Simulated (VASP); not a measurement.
## WS2: single point with r2SCAN+rVV10

WS2:

```xyz
3
Lattice="3.2277 0.0000 0.0000 -1.6139 2.7953 0.0000 0.0000 0.0000 5.9997" Properties=species:S:1:pos:R:3 pbc="T T T"
W     0.0000    0.0000    0.0000
S     0.0000    1.8635    1.5394
S     1.6139    0.9318    4.4604
```

| Quantity | Value |
| --- | --- |
| Program | VASP 6.6.1 |
| Task | single point |
| Functional | r2SCAN |
| Dispersion | rVV10 |
| Potentials or basis | VASP PAW PBE potentials, release 64 (W_sv, S) |
| Cutoff | 520 eV |
| k mesh | 12 × 12 × 4 |
| Occupations | fermi-dirac, width 0.03 eV |
| Spin | no spin polarisation |
| Dipole correction | no |
| Further INCAR settings | ALGO = Normal; EDIFF = 1e-06; NBANDS = 20 |

```yaml
Pressure: 0.3 GPa
Largest_force: 0.028 eV/Å
Band_gap_on_the_k_mesh: zero (bands 13 and 14 overlap by 1.66 eV)
```

Forces in eV/Å, atoms in the order of the input:
```
W    0.000  0.000  0.000
S    0.000  0.000  0.028
S    0.000  0.000 -0.028
```

Stress tensor (GPa, compression positive):
```
0.37 0.00 0.00
0.00 0.37 0.00
0.00 0.00 0.23
```

Levels at points of the mesh, in eV from the Fermi level:
```
           k point  band 10  band 11  band 12  band 13  band 14  band 15  band 16  band 17
(0.00, 0.00, 0.00)    -1.97    -1.15    -0.89    -0.89    -0.73    -0.73     3.48     3.48
(0.50, 0.00, 0.00)    -4.67    -4.07    -2.42    -1.87     1.59     2.36     3.75     4.37
(0.00, 0.00, 0.50)    -4.41    -0.91    -0.91    -0.87    -0.87     0.13     3.83     3.83
(0.50, 0.00, 0.50)    -4.78    -2.84    -2.41    -2.13     1.59     2.39     3.71     4.34
```

Wall time 2.7 min on 1 thread of Intel(R) Xeon(R) Platinum 8488C (Sapphire Rapids) (shared host), peak memory 0.32 GiB.

Caveat: the PAW data sets were made with another functional, which shifts forces and pressure a little; spin-orbit coupling is left out, which moves the levels of the heavy elements.
